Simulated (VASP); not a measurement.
Set up this calculation in VASP 6.6.1, as the native input.

* Task: single point
* Functional: PBE
* Potentials or basis: VASP PAW PBE potentials, release 64 (Li_sv, Nb_sv, O)
* Cutoff: 520 eV
* k mesh: 6 × 6 × 4
* Occupations: gaussian, width 0.1 eV
* Spin: collinear spin, zero start
* Starting moments: [0.0, 0.0, 0.0, 0.0, 0.0] μB
* Dipole correction: no
* Further INCAR settings: ALGO = Normal; EDIFF = 1e-07; NBANDS = 29

The structure of LiNbO3 lies in POSCAR:

```
LiNbO3
1.0
    3.3312207500      0.0000000000      0.0000000000
   -1.6656103800      2.8849218000      0.0000000000
    0.0000000000      0.0000000000      5.8716889900
Li Nb O
1 1 3
Direct
    0.0000000000      0.0000000000      0.0000000000
    0.0000000000      0.0000000000      0.5000000000
    0.5000000000      0.0000000000      0.5000000000
    0.0000000000      0.5000000000      0.5000000000
    0.5000000000      0.5000000000      0.5000000000
```

One way to write it, as run:

INCAR

```
PREC = Accurate
ENCUT = 520
EDIFF = 1E-7
ISMEAR = 0
SIGMA = 0.1
LREAL = F
LASPH = T
NELM = 150
ALGO = Normal
ISIF = 2
LWAVE = F
LCHARG = F
ISPIN = 2
MAGMOM = 0 0 0 0 0
LORBIT = 11
LMAXMIX = 4
GGA = PE
NBANDS = 29
```

KPOINTS

```
regular mesh
0
Gamma
  6 6 4
```

Potentials or basis: VASP PAW PBE potentials, release 64 (Li_sv, Nb_sv, O).

Launch:

```console
$ cat potpaw_PBE.64/Li_sv/POTCAR potpaw_PBE.64/Nb_sv/POTCAR potpaw_PBE.64/O/POTCAR > POTCAR
$ mpirun -np 1 vasp_std > vasp.out
```

Results of the run:

```json
{
  "Band gap on the k mesh": "zero (filled and empty bands overlap)",
  "Net moment": "0.00 μB per cell",
  "Valence electrons inside the program's atomic spheres": "Li 2.08; Nb 12.38; O 5.36"
}
```

Caveat: the k points lie up to 0.36 Å⁻¹ apart.

It took 46 s on 1 thread of Intel(R) Xeon(R) 6975P-C (Granite Rapids), on a shared host, peak memory 0.24 GiB.
